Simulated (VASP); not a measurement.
The system is CaAuC4N4.

```
Ca C Au N
1.0
     6.11645    0.00000    0.00000
     0.00000    6.11645    0.00000
     0.00000    0.00000    6.11645
Ca C Au N
1 4 1 4
Direct
  0.50000 0.50000 0.50000
  0.18095 0.18095 0.18095
  0.18095 0.81905 0.81905
  0.81905 0.18095 0.81905
  0.81905 0.81905 0.18095
  0.00000 0.00000 0.00000
  0.29139 0.29139 0.29139
  0.29139 0.70861 0.70861
  0.70861 0.29139 0.70861
  0.70861 0.70861 0.29139
```

```yaml
Program: VASP 6.6.1
Task: relaxation of cell and atoms
Functional: PBE
Potentials_or_basis: VASP PAW PBE potentials, release 64 (Ca_sv, C, Au, N)
Cutoff: 600 eV
k_mesh: 4 × 4 × 4
Occupations: gaussian, width 0.1 eV
Spin: no spin polarisation
```

At the start: pressure 8.6 GPa; volume 22.88 Å³/atom.

**Question.** Where does the relaxation end?

**Answer.** Over 12 steps the energy falls by 116.1 meV/atom and the volume is 27.24 Å³/atom (+19.1 %); space group P-43m (No. 215, to 0.1 Å) before and after.

The path:
```csv
step,energy change (eV),largest force (eV/Å),pressure (GPa),volume (Å³)
1,0.0000,2.0786,8.61,228.82
2,-0.2681,8.1473,6.02,272.00
3,-0.7555,3.8177,6.29,250.99
4,-1.1456,0.7383,-0.17,268.58
5,-1.1480,0.4369,0.24,267.23
6,-1.1532,0.2903,0.16,268.77
7,-1.1557,0.1242,0.06,270.77
8,-1.1564,0.1141,0.03,270.92
9,-1.1583,0.1564,-0.07,271.36
10,-1.1601,0.2413,-0.23,272.24
11,-1.1606,0.1857,-0.19,272.29
12,-1.1614,0.0386,-0.08,272.42
```

Final structure:
```
CELL_PARAMETERS angstrom
6.48258 0.00000 0.00000
0.00000 6.48258 0.00000
0.00000 0.00000 6.48258
ATOMIC_POSITIONS crystal
Ca 0.50000 0.50000 0.50000
C 0.18625 0.18625 0.18625
C 0.18625 0.81375 0.81375
C 0.81375 0.18625 0.81375
C 0.81375 0.81375 0.18625
Au 0.00000 0.00000 0.00000
N 0.29077 0.29077 0.29077
N 0.29077 0.70923 0.70923
N 0.70923 0.29077 0.70923
N 0.70923 0.70923 0.29077
```

Caveat: the volume moved by over 15 % at a fixed basis, so the end points are rough; an odd number of electrons without spin polarisation forces a metal; a magnetic or distorted state may lie lower.
